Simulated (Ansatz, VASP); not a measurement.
**SnSe: VASP beside Ansatz**

POSCAR

```
SnSe
1.0
    0.0000000000      2.9426713133      3.0122375962
    2.9426713133      0.0000000000      3.0122375962
    2.9426713133      2.9426713133      0.0000000000
Sn Se
1 1
Direct
    0.0000000000      0.0000000000      0.0000000000
    0.5000000000      0.5000000000      0.5000000000
```

Contents of INCAR.step1:

```
SYSTEM = SnSe
PREC     = Accurate       ! precision mode
ENCUT    = 520            ! plane-wave cutoff, eV
ISMEAR   = 0              ! smearing method
SIGMA    = 0.01           ! smearing width, eV
LREAL    = .FALSE.        ! projectors in reciprocal space
LASPH    = .TRUE.         ! aspherical terms in the spheres
NELM     = 100            ! most SCF steps
NBANDS   = 17             ! bands
GGA      = PE             ! functional
ALGO     = Normal         ! electronic algorithm
EDIFF    = 1E-4           ! SCF threshold, eV
LWAVE    = .TRUE.         ! write WAVECAR
LCHARG   = .FALSE.        ! write CHGCAR
```

File INCAR.step2:

```
SYSTEM = SnSe
PREC     = Accurate       ! precision mode
ENCUT    = 520            ! plane-wave cutoff, eV
EDIFF    = 1E-6           ! SCF threshold, eV
ISMEAR   = 0              ! smearing method
SIGMA    = 0.01           ! smearing width, eV
LREAL    = .FALSE.        ! projectors in reciprocal space
LASPH    = .TRUE.         ! aspherical terms in the spheres
NELM     = 100            ! most SCF steps
ALGO     = Normal         ! electronic algorithm
ISIF     = 2              ! what is computed and relaxed
LWAVE    = .FALSE.        ! write WAVECAR
LCHARG   = .TRUE.         ! write CHGCAR
METAGGA  = R2SCAN         ! meta-GGA
LMIXTAU  = .TRUE.       
LELF     = .TRUE.         ! ELF
LVHAR    = .TRUE.       
NBANDS   = 17             ! bands
ISTART   = 1
```

Contents of KPOINTS:

```
Automatic mesh
0
G
  8 8 8
  0 0 0
```

Input for Ansatz:

```yaml
crystal:
  lattice:
    - [0.0, 2.9426713133, 3.0122375962]
    - [2.9426713133, 0.0, 3.0122375962]
    - [2.9426713133, 2.9426713133, 0.0]
  atoms:
    - { symbol: Sn, position: [0.0, 0.0, 0.0] }
    - { symbol: Se, position: [0.5, 0.5, 0.5] }
kpoints:
  mp_grid: { grid: [8, 8, 8] }
  band_path:
    path:
      - [0.0, 0.0, 0.0]
      - [0.5, 0.0, 0.5]
      - [0.625, 0.25, 0.625]
      - [0.375, 0.375, 0.75]
      - [0.5, 0.5, 0.5]
      - [0.5, 0.25, 0.75]
      - [0.5, 0.475, 0.525]
    npoints: 1
hamiltonian:
  xc: r2scan
scf:
  occupations: { method: fixed }
  n_extra_bands: 4
output:
  forces: true
  stress: true
  eigenvalues: true
```

Change from the starting cell: epitaxial_xy strain -2.0%.

Alike in both runs: task single point; functional r2SCAN; k mesh 8 × 8 × 8; no spin polarisation.

|  | VASP | Ansatz |
| --- | --- | --- |
| version | VASP 6.6.1 | Ansatz 0.2.0 |
| potentials or method | VASP PAW PBE potentials, release 64 (Sn_d, Se) | plane waves, PAW |
| plane-wave cutoff (eV) | 520 | 500 |
| occupations | gaussian, width 0.01 eV | fixed |
| valence electrons in the cell | 20 | 30 |

|  | VASP | Ansatz | Ansatz less VASP |
| --- | --- | --- | --- |
| gap on the k mesh at the Fermi level (eV) | 0.69 | 0.69 | 0.000 |
| pressure (GPa) | 2.6 | 2.5 | -0.01 |
| traceless stress, the component that is largest in VASP (GPa) | -2.22 | -2.21 | +0.006 |

VASP's potentials were made for PBE, not for r2SCAN. VASP's potentials hold 20 valence electrons a cell and Ansatz's 30, so a difference there can come from the potentials and not from the codes.
